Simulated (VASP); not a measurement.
# GaAs (F-43m) in VASP: a series of runs, part 2 of 2

VASP 6.6.1. The steps go on from the part before.

### Step 3. Single point, HF

This run uses another cell than the first one, of 22.59 Å³/atom.

Input file POSCAR:

```
GaAs
1.0
    0.0000000000      2.8268500000      2.8268500000
    2.8268500000      0.0000000000      2.8268500000
    2.8268500000      2.8268500000      0.0000000000
As Ga
1 1
Direct
    0.7500000000      0.7500000000      0.7500000000
    0.0000000000      0.0000000000      0.0000000000
```

Input file INCAR.step1:

```
SYSTEM = GaAs
  PREC = Accurate
  ENCUT = 520
  EDIFF = 1E-5
  ISMEAR = -1
  SIGMA = 0.05
  LREAL = .FALSE.
  LASPH = .TRUE.
  NELM = 60
  ALGO = Normal
  ISIF = 2
  LWAVE = .TRUE.
  GGA = PE
  NBANDS = 16
```

Input file INCAR.step2:

```
SYSTEM = GaAs
  PREC = Accurate
  ENCUT = 520
  EDIFF = 1E-7
  ISMEAR = -1
  SIGMA = 0.05
  LREAL = .FALSE.
  LASPH = .TRUE.
  NELM = 60
  ALGO = Normal
  ISIF = 2
  LWAVE = .FALSE.
  LCHARG = .TRUE.
  GGA = PE
  LHFCALC = .TRUE.
  AEXX = 1.0
  ALDAC = 0.0
  AGGAC = 0.0
  PRECFOCK = Normal
  LELF = .TRUE.
  LVHAR = .TRUE.
  ISTART = 1
  NBANDS = 16
```

Input file KPOINTS:

```
regular mesh
0
G
  5 5 5
  0 0 0
```

Potentials or basis: VASP PAW PBE potentials, release 64 (As, Ga_d).

On the command line:

```
$ cat potpaw_PBE.64/As/POTCAR potpaw_PBE.64/Ga_d/POTCAR > POTCAR
$ cp INCAR.step1 INCAR
$ mpirun -np 1 vasp_std > vasp.out
$ cp INCAR.step2 INCAR
$ mpirun -np 1 vasp_std > vasp.out
```

It took 46 min on 1 thread of Intel Xeon 8259CL, shared host; peak memory 0.2 GiB.

Results (log left out):

```yaml
Free_energy: -16.3283 eV
Pressure: 3.4 GPa
Band_gap_on_the_k_mesh: 7.38 eV (least direct gap 7.69 eV)
```

Levels at points of the mesh, in eV from the valence-band top:
| k point | band 6 | band 7 | band 8 | band 9 | band 10 | band 11 | band 12 | band 13 |
| --- | --- | --- | --- | --- | --- | --- | --- | --- |
| (0.00, 0.00, 0.00) | -17.63 | 0.00 | 0.00 | 0.00 | 7.69 | 10.37 | 10.37 | 10.37 |

Caveat: the cell stands under pressure; the PAW data sets were made with another functional, which shifts forces and pressure a little; an odd mesh through Γ misses points on the zone boundary, where band edges can lie.

### Step 4. Single point, PBE0

This run uses another cell than the first one, of 22.59 Å³/atom.

POSCAR is that of step 3.

Input file INCAR.step1:

```
PREC = Accurate
ENCUT = 520
EDIFF = 1E-5
ISMEAR = -1
SIGMA = 0.05
LREAL = False
LASPH = True
NELM = 100
ALGO = Normal
ISIF = 2
LWAVE = True
LCHARG = False
GGA = PE
NBANDS = 16
```

Input file INCAR.step2:

```
PREC = Accurate
ENCUT = 520
EDIFF = 1E-6
ISMEAR = -1
SIGMA = 0.05
LREAL = False
LASPH = True
NELM = 100
ALGO = Normal
ISIF = 2
LWAVE = False
LCHARG = False
GGA = PE
LHFCALC = True
AEXX = 0.25
PRECFOCK = Normal
ISTART = 1
NBANDS = 16
```

Input file KPOINTS:

```
regular mesh
0
Gamma
  6 6 6
```

On the command line:

```
$ cat potpaw_PBE.64/As/POTCAR potpaw_PBE.64/Ga_d/POTCAR > POTCAR
$ cp INCAR.step1 INCAR
$ mpirun -np 1 vasp_std > vasp.out
$ cp INCAR.step2 INCAR
$ mpirun -np 1 vasp_std > vasp.out
```

Run time: 47 min. Hardware: 1 thread of Intel Xeon Platinum 8259CL at 2.50GHz (Skylake/Cascade Lake), shared host; peak memory 0.2 GiB.

Results (log left out):

| Property | Result |
| --- | --- |
| Free energy | -10.7281 eV |
| Pressure | 0.8 GPa |
| Band gap on the k mesh | 2.04 eV |

Levels at points of the mesh, in eV from the valence-band top:
```tsv
k point	band 6	band 7	band 8	band 9	band 10	band 11	band 12	band 13
(0.00, 0.00, 0.00)	-14.06	0.00	0.00	0.00	2.04	5.23	5.23	5.23
(0.50, 0.00, 0.00)	-12.14	-7.31	-1.25	-1.25	2.41	6.16	6.16	9.34
(0.50, 0.50, 0.00)	-11.32	-7.48	-2.95	-2.95	2.73	3.00	12.25	12.25
```

Caveat: the PAW data sets were made with another functional, which shifts forces and pressure a little.

### Step 5. Single point, r2SCAN, non-collinear spin, zero start, spin-orbit coupling

This run uses another cell than the first one, of 22.59 Å³/atom.

POSCAR: that of step 4 with these lines changed.

```diff
@@ -8,3 +8,3 @@
 Direct
-    0.7500000000      0.7500000000      0.7500000000
+    0.2500000000      0.2500000000      0.2500000000
     0.0000000000      0.0000000000      0.0000000000
```

Input file INCAR.step1:

```
ALGO = Normal
EDIFF = 1E-5
ENCUT = 550
GGA = PE
GGA_COMPAT = F
ISMEAR = 0
LASPH = T
LCHARG = F
LREAL = F
LSORBIT = T
LWAVE = T
MAGMOM = 0 0 0 0 0 0
NBANDS = 30
NELM = 200
PREC = Accurate
SIGMA = 0.01
```

Input file INCAR.step2:

```
ALGO = Normal
EDIFF = 1E-6
ENCUT = 550
GGA_COMPAT = F
ISIF = 2
ISMEAR = 0
ISTART = 1
LASPH = T
LCHARG = T
LMIXTAU = T
LORBIT = 11
LORBMOM = T
LREAL = F
LSORBIT = T
LVHAR = T
LWAVE = F
MAGMOM = 0 0 0 0 0 0
METAGGA = R2SCAN
NBANDS = 30
NELM = 200
PREC = Accurate
SIGMA = 0.01
```

Input file KPOINTS:

```
k-points
0
Gamma
  8 8 8
```

On the command line:

```
$ cat potpaw_PBE.64/As/POTCAR potpaw_PBE.64/Ga_d/POTCAR > POTCAR
$ cp INCAR.step1 INCAR
$ mpirun -np 1 vasp_ncl > vasp.out
$ cp INCAR.step2 INCAR
$ mpirun -np 1 vasp_ncl > vasp.out
```

Run time: 5.6 min. Hardware: 1 thread of Intel Xeon Platinum 8488C (Sapphire Rapids), shared host; peak memory 0.42 GiB.

The run converged. Its results:

```
Free energy                                           : -27.0695 eV
Pressure                                              : 0.6 GPa
Net moment                                            : 0.00 μB per cell
Valence electrons inside the program's atomic spheres : As 2.88; Ga 11.64
```

Moments on the atoms (μB; x, y, z):
```
As  0.00 0.00 0.00
Ga  0.00 0.00 0.00
```

Caveat: the PAW data sets were made with another functional, which shifts forces and pressure a little.

### Step 6. Single point, PBE-based screened hybrid with 25 % exact exchange

This run uses another cell than the first one, of 22.59 Å³/atom.

POSCAR: that of step 5 with these lines changed.

```diff
@@ -8,3 +8,3 @@
 Direct
-    0.2500000000      0.2500000000      0.2500000000
+    0.7500000000      0.7500000000      0.7500000000
     0.0000000000      0.0000000000      0.0000000000
```

Input file INCAR.step1:

```
ALGO     = Normal         # electronic algorithm
EDIFF    = 1E-5           # SCF threshold, eV
ENCUT    = 520            # plane-wave cutoff, eV
GGA      = PE             # functional
ISIF     = 2              # what is computed and relaxed
ISMEAR   = -1             # smearing method
LASPH    = True           # aspherical terms in the spheres
LREAL    = False          # projectors in reciprocal space
LWAVE    = True           # write WAVECAR
NBANDS   = 16             # bands
NELM     = 60             # most SCF steps
PREC     = Accurate       # precision mode
SIGMA    = 0.05           # smearing width, eV
```

Input file INCAR.step2:

```
AEXX     = 0.25           # exact-exchange fraction
ALGO     = Normal         # electronic algorithm
EDIFF    = 1E-7           # SCF threshold, eV
ENCUT    = 520            # plane-wave cutoff, eV
GGA      = PE             # functional
HFSCREEN = 0.3            # screening, 1/A
ISIF     = 2              # what is computed and relaxed
ISMEAR   = -1             # smearing method
ISTART   = 1            
LASPH    = True           # aspherical terms in the spheres
LCHARG   = True           # write CHGCAR
LELF     = True           # ELF
LHFCALC  = True           # exact exchange
LREAL    = False          # projectors in reciprocal space
LVHAR    = True         
LWAVE    = False          # write WAVECAR
NBANDS   = 16             # bands
NELM     = 60             # most SCF steps
PREC     = Accurate       # precision mode
PRECFOCK = Normal       
SIGMA    = 0.05           # smearing width, eV
```

Input file KPOINTS:

```
k-points
0
Gamma
  4 4 4
```

Potentials or basis: VASP PAW PBE potentials, release 64 (As, Ga_d).

On the command line:

```
$ cat potpaw_PBE.64/As/POTCAR potpaw_PBE.64/Ga_d/POTCAR > POTCAR
$ cp INCAR.step1 INCAR
$ mpirun -np 1 vasp_std > vasp.out
$ cp INCAR.step2 INCAR
$ mpirun -np 1 vasp_std > vasp.out
```

Wall time 8.2 min (1 thread of Intel Xeon Platinum 8375C at 2.90GHz (Ice Lake), shared host); peak memory 0.28 GiB.

The run converged. Its results:

```yaml
Free_energy: -9.4080 eV
Pressure: 1.6 GPa
Band_gap_on_the_k_mesh: 1.29 eV
```

Levels at points of the mesh, in eV from the valence-band top:
| k point | band 5 | band 6 | band 7 | band 8 | band 9 | band 10 | band 11 | band 12 | band 13 | band 14 |
| --- | --- | --- | --- | --- | --- | --- | --- | --- | --- | --- |
| (0.00, 0.00, 0.00) | -17.21 | -13.82 | 0.00 | 0.00 | 0.00 | 1.29 | 4.36 | 4.36 | 4.36 | 8.40 |
| (0.50, 0.00, 0.00) | -17.20 | -11.91 | -7.09 | -1.21 | -1.21 | 1.63 | 5.27 | 5.27 | 8.47 | 11.39 |
| (0.50, 0.50, 0.00) | -17.20 | -11.09 | -7.28 | -2.86 | -2.86 | 1.93 | 2.19 | 11.28 | 11.28 | 12.04 |

Caveat: the k points lie up to 0.48 Å⁻¹ apart; the PAW data sets were made with another functional, which shifts forces and pressure a little.

### Step 7. The runs side by side

| level | spin | cell | k mesh | cutoff (eV) | smearing | grid for exact exchange (PRECFOCK) | share of exact exchange | screening parameter | gap on the mesh (eV) | pressure (GPa) |
| --- | --- | --- | --- | --- | --- | --- | --- | --- | --- | --- |
| HF | off | a = 4.076 Å, angles 60.0°, 2 atoms | 4 × 4 × 4 | 520 | fermi-dirac 0.05 eV | Normal | 1 | - | 7.25 | -1.5 |
| HF | off | a = 3.998 Å, angles 60.0°, 2 atoms | 5 × 5 × 5 | 520 | fermi-dirac 0.05 eV | Normal | 1 | - | 7.38 | 3.4 |
| PBE0 | off | a = 3.998 Å, angles 60.0°, 2 atoms | 6 × 6 × 6 | 520 | fermi-dirac 0.05 eV | Normal | 0.25 | - | 2.04 | 0.8 |
| r2SCAN | non-collinear, zero start, SOC | a = 3.998 Å, angles 60.0°, 2 atoms | 8 × 8 × 8 | 550 | gaussian 0.01 eV | - | - | - | - | 0.6 |
| PBE-based screened hybrid with 25 % exact exchange | off | a = 3.998 Å, angles 60.0°, 2 atoms | 4 × 4 × 4 | 520 | fermi-dirac 0.05 eV | Normal | 0.25 | 0.3 1/Å | 1.29 | 1.6 |

Alike in all rows: task single point; potentials or basis VASP PAW PBE potentials, release 64 (As, Ga_d).

Caveats: some runs use coarse meshes; the PAW data sets were made with another functional, which shifts forces and pressure a little; the cell stands under pressure (at least some runs); an odd mesh through Γ misses points on the zone boundary, where band edges can lie (at least some runs).

Total energies depend on the potentials used, so only differences within one code and one set of settings carry meaning.

### Step 8. How close it comes

Step 4. Measured gap of GaAs: 1.412 eV (direct; 300 K; “Evidence of valence band perturbations in GaAsN/GaAs(001): A combined variable-angle spectroscopic ellipsometry and modulated photoreflectance investigation”, 2008, arxiv:0805.2212). This calculation gives 2.04 eV (+0.63 eV). 3 values of this kind are on record (1.412 to 1.51 eV); this one was drawn at random among those near their median, those with a stated uncertainty first. Spin-orbit coupling on As, Ga is left out. The value is that of PBE0 on a finite k mesh, which can miss the band edges, without temperature or zero-point motion.
